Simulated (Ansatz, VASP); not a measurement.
## Two plane-wave programs on AlN

```
Al N
1.0
    -1.65675    2.86957    0.00000
     0.00000    0.00000    4.18746
     4.97025    2.86957    0.00000
Al N
4 4
Direct
  0.64565 0.75000 0.24057
  0.00000 0.75000 0.66667
  0.00000 0.25000 0.33333
  0.50000 0.25000 0.83333
  0.50000 0.25000 0.16667
  0.00000 0.25000 0.66667
  0.00000 0.75000 0.33333
  0.50000 0.75000 0.83333
```

Alike in both runs: task single point; functional PBE; k mesh 8 × 6 × 4; occupations gaussian, width 0.05 eV; no spin polarisation.

|  | VASP | Ansatz |
| --- | --- | --- |
| version | VASP 6.6.1 | Ansatz 0.2.0 |
| potentials or method | VASP PAW PBE potentials, release 64 (Al, N), cutoff 520 eV | scalar-relativistic, plane waves, PAW |
| valence electrons in the cell | 32 | 32 |

```csv
,VASP,Ansatz,Ansatz less VASP
gap on the k mesh at the Fermi level (eV),2.62,2.62,+0.007
least direct gap on the mesh (eV),2.62,2.62,+0.007
rms of the force components (eV/Å),12.032,12.323,+0.2909
```

Atom by atom the forces differ by 0.292 eV/Å (rms over components).
